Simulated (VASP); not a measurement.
# W (I4/mmm) in VASP: notebook

Runs on W. Level: PBE. Tasks: single point.

Program: VASP 6.6.1. These are calculated values, not measurements. Logs are shortened: lines on timing, memory, paths and dates and some standing lists are left out, and cuts for length are marked.

## (1) The cell of the first run

Symmetry: I4/mmm, No. 139, tetragonal system. The conventional cell has a = 3.354 Å, b = 3.354 Å, c = 3.274 Å, α = 90.00°, β = 90.00°, γ = 90.00°. Within 3.8 Å of W (site symmetry 4/mmm) lie 14 W at 2.88 to 3.35 Å.

## (2) Single point, PBE (strain +0.050 along x and y, +0.025 along z)

Input file INCAR:

```
  PREC = Accurate
  ENCUT = 520
  EDIFF = 1E-7
  ISMEAR = -1
  SIGMA = 0.4
  LREAL = False
  LASPH = True
  NELM = 60
  ALGO = Fast
  ISIF = 2
  LWAVE = False
  LCHARG = False
  GGA = PE
  NBANDS = 13
```

Input file KPOINTS:

```
regular mesh
0
Gamma
  20 20 20
```

Input file POSCAR:

```
W
1.0
   -1.6771650000      1.6771650000      1.6372325000
    1.6771650000     -1.6771650000      1.6372325000
    1.6771650000      1.6771650000     -1.6372325000
W
1
Direct
    0.0000000000      0.0000000000      0.0000000000
```

Potentials or basis: VASP PAW PBE potentials, release 64 (W_sv).

The run is started by

```bash
cat potpaw_PBE.64/W_sv/POTCAR > POTCAR
mpirun -np 1 vasp_std > vasp.out
```

OUTCAR:

```text
PREC = Accurate
   ENCUT = 520
   EDIFF = 1E-7
   ISMEAR = -1
   LREAL = False
   LASPH = True
   NELM = 60
   ISIF = 2
   GGA = PE

 ion  position               nearest neighbor table
   1  0.000  0.000  0.000-

  LATTYP: Found a body centered tetragonal cell.
 ALAT       =     3.3543300000
 C/A-ratio  =     0.9761904762

  Lattice vectors:

 A1 = (  -1.6771650000,   1.6771650000,   1.6372325000)
 A2 = (   1.6771650000,  -1.6771650000,   1.6372325000)
 A3 = (   1.6771650000,   1.6771650000,  -1.6372325000)

Analysis of symmetry for initial positions (statically):
=====================================================================
 Subroutine PRICEL returns:
 Original cell was already a primitive cell.

 Routine SETGRP: Setting up the symmetry group for a
 body centered tetragonal supercell.

 Subroutine GETGRP returns: Found 16 space group operations
 (whereof 16 operations were pure point group operations)
 out of a pool of 16 trial point group operations.

The static configuration has the point symmetry D_4h.

Analysis of symmetry for dynamics (positions and initial velocities):
=====================================================================
 Subroutine PRICEL returns:
 Original cell was already a primitive cell.

 Routine SETGRP: Setting up the symmetry group for a
 body centered tetragonal supercell.

 Subroutine GETGRP returns: Found 16 space group operations
 (whereof 16 operations were pure point group operations)
 out of a pool of 16 trial point group operations.

The dynamic configuration has the point symmetry D_4h.

 Subroutine INISYM returns: Found 16 space group operations
 (whereof 16 operations are pure point group operations),
 and found     1 'primitive' translations

----------------------------------------------------------------------------------------

                                     Primitive cell

  volume of cell :      18.4214

  direct lattice vectors                    reciprocal lattice vectors
    -1.677165000  1.677165000  1.637232500     0.000000000  0.298122129  0.305393400
     1.677165000 -1.677165000  1.637232500     0.298122129  0.000000000  0.305393400
     1.677165000  1.677165000 -1.637232500     0.298122129  0.298122129  0.000000000

  length of vectors
     2.882064387  2.882064387  2.882064387     0.426780895  0.426780895  0.421608358

  position of ions in fractional coordinates (direct lattice)
     0.000000000  0.000000000  0.000000000

  ion indices of the primitive-cell ions
   primitive index   ion index
                 1           1

----------------------------------------------------------------------------------------

 KPOINTS: regular mesh

Automatic generation of k-mesh.
 Grid dimensions read from file:
 generate k-points for:   20   20   20

 Generating k-lattice:

  Cartesian coordinates                     Fractional coordinates (reciprocal lattice)
     0.000000000  0.014906106  0.015269670     0.050000000  0.000000000 -0.000000000
     0.014906106  0.000000000  0.015269670     0.000000000  0.050000000 -0.000000000
     0.014906106  0.014906106  0.000000000     0.000000000  0.000000000  0.050000000

  Length of vectors
     0.021339045  0.021339045  0.021080418

  Shift w.r.t. Gamma in fractional coordinates (k-lattice)
     0.000000000  0.000000000  0.000000000

 Subroutine IBZKPT returns following result:
 ===========================================

 Found    641 irreducible k-points:

 Following reciprocal coordinates:
            Coordinates               Weight
  0.000000  0.000000  0.000000      1.000000
  0.050000  0.000000  0.000000      8.000000
  0.100000 -0.000000  0.000000      8.000000
  0.150000  0.000000 -0.000000      8.000000
  0.200000 -0.000000  0.000000      8.000000
  0.250000  0.000000  0.000000      8.000000
[... 16 lines left out ...]
 -0.400000  0.050000  0.000000     16.000000
 -0.350000  0.050000  0.000000     16.000000
 [... further k-points ...]
   k-points           NKPTS =    641   k-points in BZ     NKDIM =    641   number of bands    NBANDS=     13
   number of dos      NEDOS =    301   number of ions     NIONS =      1
   total plane-waves  NPLWV =  13824
   dimension x,y,z NGX =    24 NGY =   24 NGZ =   24
   dimension x,y,z NGXF=    48 NGYF=   48 NGZF=   48
   ions per type =               1
   NGX,Y,Z   is equivalent  to a cutoff of  13.84, 13.84, 13.84 a.u.
   NGXF,Y,Z  is equivalent  to a cutoff of  27.69, 27.69, 27.69 a.u.
 SYSTEM =  unknown system
   PREC   = accura    normal or accurate (medium, high low for compatibility)
   ISTART =      0    job   : 0-new  1-cont  2-samecut
   ICHARG =      2    charge: 1-file 2-atom 10-const
   ISPIN  =      1    spin polarized calculation?
   LNONCOLLINEAR =      F non collinear calculations
   LSORBIT =      F    spin-orbit coupling
   LASPH  =      T    aspherical Exc in radial PAW
   ENCUT  =  520.0 eV  38.22 Ry    6.18 a.u.   5.36  5.36  5.36*2*pi/ulx,y,z
   NELM   =     60;   NELMIN=  2; NELMDL= -5     # of ELM steps
   EDIFF  = 0.1E-06   stopping-criterion for ELM
   LREAL  =      F    real-space projection
   EDIFFG = 0.1E-05   stopping-criterion for IOM
   NSW    =      0    number of steps for IOM
   IBRION =     -1    ionic relax: 0-MD 1-quasi-New 2-CG
   NFREE  =      0    steps in history (QN), initial steepest desc. (CG)
   ISIF   =      2    stress and relaxation
   ISYM   =      2    0-nonsym 1-usesym 2-fastsym
   POTIM  = 0.5000    time-step for ionic-motion
   TEBEG  =    0.0;   TEEND  =   0.0 temperature during run
   PSTRESS=    0.0 pullay stress
   NELECT =      14.0000    total number of electrons
   NUPDOWN=      -1.0000    fix difference up-down
   EMIN   =  10.00;   EMAX   =-10.00  energy-range for DOS
   EFERMI =   0.00;   METHOD = LEGACY
   ISMEAR =    -1;   SIGMA  =   0.40  broadening in eV -4-tet -1-fermi 0-gaus
   EFERMI_NEDOS =   21; number of points for ismear=-14 and -15
   IALGO  =     68    algorithm
   IMIX   =      4    mixing-type and parameters
     AMIX     =   0.40;   BMIX     =  1.00
     AMIX_MAG =   1.60;   BMIX_MAG =  1.00
  volume/ion in A,a.u.               =      18.42       124.31
  Fermi-wavevector in a.u.,A,eV,Ry     =   1.493976  2.823205 30.367705  2.231963
  Thomas-Fermi vector in A             =   2.606308
   LORBIT       =      0    0 simple, 1 ext, 2 COOP (PROOUT), +10 PAW based schemes
   GGA     = PE    functional components
   LHFCALC =     F    Hartree Fock is set to
   AEXX    =    0.0000 exact exchange contribution
   IVDW    =     0    specifies the selected vdW correction
   LEPSILON=     F    determine dielectric tensor
   LRPA    =     F    only Hartree local field effects (RPA)
 non-spin polarized calculation
 RMM-DIIS sequential band-by-band and
  energy-cutoff  :      520.00
  volume of cell :       18.42
 maximum number of plane-waves:       510
 NGX is ok and might be reduce to    24
   NGX = 11   NGY = 11   NGZ = 11

 number of electron      14.0000001 magnetization

 Free energy of the ion-electron system (eV)
  ---------------------------------------------------
  ext. energy  EPLUGINS =         0.00000000
  ---------------------------------------------------
  free energy    TOTEN  =       -12.87554797 eV

  energy without entropy =      -12.48461790  energy(sigma->0) =      -12.68008293

 E-fermi :   9.3012     XC(G=0): -12.8038

 val. band max:        9.3002281066   @ k =  -0.1500   0.1500   0.1500
 cond. band min:       9.3205159738   @ k =   0.5000   0.4500   0.0000
 fundamental gap:      0.0202878672
 Fermi energy:         9.3011792627

 k-point     1 :       0.0000    0.0000    0.0000
  band No.  band energies     occupation
      1     -64.9607      2.00000
      2     -28.7036      2.00000
      3     -28.7036      2.00000
      4     -28.6917      2.00000
      5       0.6019      2.00000
      6       8.2275      1.87217
      7       8.4957      1.76444
      8       8.4957      1.76444
      9      11.1396      0.01998
     10      11.4854      0.00847
     11      23.4003      0.00000
     12      23.4003      0.00000
     13      23.8261      0.00000

 k-point     2 :       0.0500    0.0000    0.0000
  band No.  band energies     occupation
      1     -64.9590      2.00000
      2     -28.7192      2.00000
      3     -28.7103      2.00000
      4     -28.6963      2.00000
      5       0.7047      2.00000
      6       8.2274      1.87221
      7       8.4808      1.77211
      8       8.5312      1.74540
      9      11.1199      0.02098
     10      11.4188      0.00999
     11      23.5487      0.00000
     12      23.5769      0.00000
     13      23.9745      0.00000

 k-point     3 :       0.1000   -0.0000    0.0000
  band No.  band energies     occupation
      1     -64.9542      2.00000
      2     -28.7757      2.00000
      3     -28.7294      2.00000
      4     -28.6980      2.00000
      5       1.0061      2.00000
      6       8.1077      1.90367
      7       8.4204      1.80084
      8       8.7655      1.58471
      9      11.0235      0.02662
     10      11.3198      0.01278
     11      23.8414      0.00000
     12      24.0938      0.00000
     13      24.4372      0.00000

 k-point     4 :       0.1500    0.0000   -0.0000
  band No.  band energies     occupation
      1     -64.9466      2.00000
      2     -28.8645      2.00000
      3     -28.7592      2.00000
      4     -28.6990      2.00000
      5       1.4830      2.00000
      6       7.8697      1.94569
      7       8.2834      1.85440
      8       9.2187      1.10274
      9      10.8751      0.03835
     10      11.3072      0.01319
     11      24.0487      0.00000
     12      24.9175      0.00000
     13      24.9932      0.00000

 k-point     5 :       0.2000   -0.0000    0.0000
  band No.  band energies     occupation
      1     -64.9371      2.00000
      2     -28.9749      2.00000
      3     -28.7964      2.00000
      4     -28.7000      2.00000
      5       2.0920      2.00000
      6       7.5774      1.97348
      7       8.0750      1.91088
      8       9.8499      0.40468
      9      10.8185      0.04405
     10      11.3550      0.01171
     11      23.9212      0.00000
     12      25.0423      0.00000
     13      26.0026      0.00000

 k-point     6 :       0.2500    0.0000    0.0000
  band No.  band energies     occupation
      1     -64.9266      2.00000
      2     -29.0954      2.00000
      3     -28.8374      2.00000
      4     -28.7011      2.00000
      5       2.7579      2.00000
      6       7.2727      1.98753
      7       7.8877      1.94327
      8      10.6304      0.06958
      9      10.8887      0.03709
     10      11.4480      0.00929
     11      23.3194      0.00000
     12      24.1597      0.00000
     13      27.2977      0.00000

 k-point     7 :       0.3000    0.0000   -0.0000
  band No.  band energies     occupation
      1     -64.9160      2.00000
      2     -29.2138      2.00000
      3     -28.8781      2.00000
      4     -28.7022      2.00000
      5       3.3633      2.00000
      6       6.9874      1.99387
      7       7.8769      1.94473
      8      11.0357      0.02583
      9      11.5238      0.00770
     10      11.5816      0.00666
     11      22.3875      0.00000
     12      22.7963      0.00000
     13      28.7228      0.00000
[... 193 lines left out ...]
 k-point    20 :       0.4500    0.0500    0.0000
  band No.  band energies     occupation
      1     -64.8923      2.00000
      2     -29.4615      2.00000
      3     -28.9712      2.00000
      4     -28.7127      2.00000
      5       4.1167      2.00000
      6       6.4353      1.99845
      7       9.4730      0.78844
      8      11.2136      0.01663
      9      12.1377      0.00166
     10      14.3915      0.00001
     11      18.3044      0.00000
     12      20.5775      0.00000
     13      24.0815      0.00000

 k-point    21 :       0.5000    0.0500   -0.0000
  band No.  band energies     occupation
      1     -64.8924      2.00000
      2     -29.4612      2.00000
      3     -28.9713      2.00000
      4     -28.7123      2.00000
      5       4.1164      2.00000
      6       6.4366      1.99845
      7       9.4767      0.78410
      8      11.2010      0.01716
      9      12.1261      0.00171
     10      14.3972      0.00001
     11      18.3151      0.00000
     12      20.5902      0.00000
     13      24.0753      0.00000

 k-point    22 :      -0.4500    0.0500    0.0000
  band No.  band energies     occupation
      1     -64.8957      2.00000
      2     -29.4264      2.00000
      3     -28.9583      2.00000
      4     -28.7116      2.00000
      5       4.0907      2.00000
      6       6.5133      1.99812
      7       8.9648      1.39738
      8      11.2570      0.01494
      9      11.9924      0.00239
     10      13.8935      0.00002
     11      19.0394      0.00000
     12      20.9199      0.00000
     13      24.7697      0.00000

 k-point    23 :      -0.4000    0.0500    0.0000
  band No.  band energies     occupation
      1     -64.9019      2.00000
      2     -29.3601      2.00000
      3     -28.9335      2.00000
      4     -28.7106      2.00000
      5       3.9752      2.00000
      6       6.6612      1.99728
      7       8.3288      1.83831
      8      11.2248      0.01618
      9      11.8114      0.00376
     10      13.0721      0.00016
     11      20.2268      0.00000
     12      21.5602      0.00000
     13      25.9510      0.00000

 k-point    24 :      -0.3500    0.0500    0.0000
  band No.  band energies     occupation
      1     -64.9105      2.00000
      2     -29.2681      2.00000
      3     -28.8990      2.00000
      4     -28.7093      2.00000
      5       3.6683      2.00000
      6       6.8724      1.99540
      7       7.8903      1.94290
      8      11.0639      0.02409
      9      11.6640      0.00542
     10      12.1344      0.00168
     11      21.5551      0.00000
     12      22.5192      0.00000
     13      27.3413      0.00000

 [... further k-points ...]
[... 5 lines left out ...]
  --------------------------------------------------------------------------------------
  -------------------------------------------------------------------------------------
  Total       -3.3923701     -3.3923701     -2.9040115      0.0000000      0.0000000     -0.0000000
  in kB     -295.0474572   -295.0474572   -252.5730369      0.0000000      0.0000000     -0.0000000
  external PRESSURE =    -280.8893171 kB  Pullay stress =       0.0000000 kB

 VOLUME and BASIS-vectors are now :
 -----------------------------------------------------------------------------
  energy-cutoff  :      520.00
  volume of cell :       18.42
      direct lattice vectors                 reciprocal lattice vectors
    -1.677165000  1.677165000  1.637232500     0.000000000  0.298122129  0.305393400
     1.677165000 -1.677165000  1.637232500     0.298122129  0.000000000  0.305393400
     1.677165000  1.677165000 -1.637232500     0.298122129  0.298122129  0.000000000

 POSITION                                       TOTAL-FORCE (eV/Angst)
 -----------------------------------------------------------------------------------
      0.00000      0.00000      0.00000         0.000000     -0.000000     -0.000000
 -----------------------------------------------------------------------------------
    total drift:                                0.000000      0.000000     -0.000000

  FREE ENERGIE OF THE ION-ELECTRON SYSTEM (eV)
  ---------------------------------------------------
  free  energy   TOTEN  =       -12.8755479659 eV

  energy  without entropy=      -12.4846179005  energy(sigma->0) =      -12.68008293
```

Run time: 2.2 min. Hardware: 1 thread of Intel Xeon Platinum 8175M at 2.50GHz (Skylake/Cascade Lake), shared host; peak memory 0.26 GiB.

Results:

```yaml
Free_energy: -12.8755 eV
Pressure: -28.1 GPa
Band_gap_on_the_k_mesh: zero (band 7 reaches 13.55 eV, above the bottom of band 8 at 8.46 eV)
```

Caveat: the cell differs from its parent crystal (strain +0.050 along x and y, +0.025 along z); spin-orbit coupling is left out, which moves the levels of the heavy elements.

[end of part 1 of 2]
